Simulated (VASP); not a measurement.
# Mo: single point with PBE

Crystal: Mo.

```
Mo
1.0
     0.15753    2.01904    1.91183
     2.12473   -0.02640    2.09576
     2.02995    2.10820    0.06838
Mo
1
Direct
  0.00000 0.00000 0.00000
```

```json
{
 "Program": "VASP 6.6.1",
 "Task": "single point",
 "Functional": "PBE",
 "Potentials or basis": "VASP PAW PBE potentials, release 64 (Mo_sv)",
 "Cutoff": "520 eV",
 "k mesh": "11 × 10 × 10",
 "Occupations": "fermi-dirac, width 0.05 eV",
 "Spin": "no spin polarisation",
 "Dipole correction": "no",
 "Further INCAR settings": "ALGO = Normal; EDIFF = 1e-06; NBANDS = 13"
}
```

```yaml
Pressure: -1.0 GPa
Band_gap_on_the_k_mesh: zero (bands 7 and 8 overlap by 4.08 eV)
```

Stress tensor (GPa, compression positive):
```
-2.10  3.51 -1.09
 3.51  3.36 -0.92
-1.09 -0.92 -4.25
```

Levels at points of the mesh, in eV from the Fermi level:
```csv
k point,band 3,band 4,band 5,band 6,band 7,band 8,band 9,band 10,band 11,band 12
"(0.00, 0.00, 0.00)",-34.40,-34.13,-6.89,-1.86,-1.72,0.51,1.50,2.27,12.80,16.97
"(0.00, 0.50, 0.00)",-34.50,-34.24,-4.77,-2.11,0.41,0.55,3.08,3.86,9.63,13.14
"(0.00, 0.00, 0.50)",-34.56,-34.49,-4.72,-1.88,-0.29,1.53,2.78,4.06,11.30,12.63
"(0.00, 0.50, 0.50)",-34.92,-34.66,-5.10,-4.42,3.24,3.80,3.96,4.83,11.10,13.20
```

Wall time 29 s on 1 thread of Intel(R) Xeon(R) 6975P-C (Granite Rapids), with other jobs on the host, peak memory 0.23 GiB.

Caveat: the stress differs along the axes, from -4 to 3 GPa.
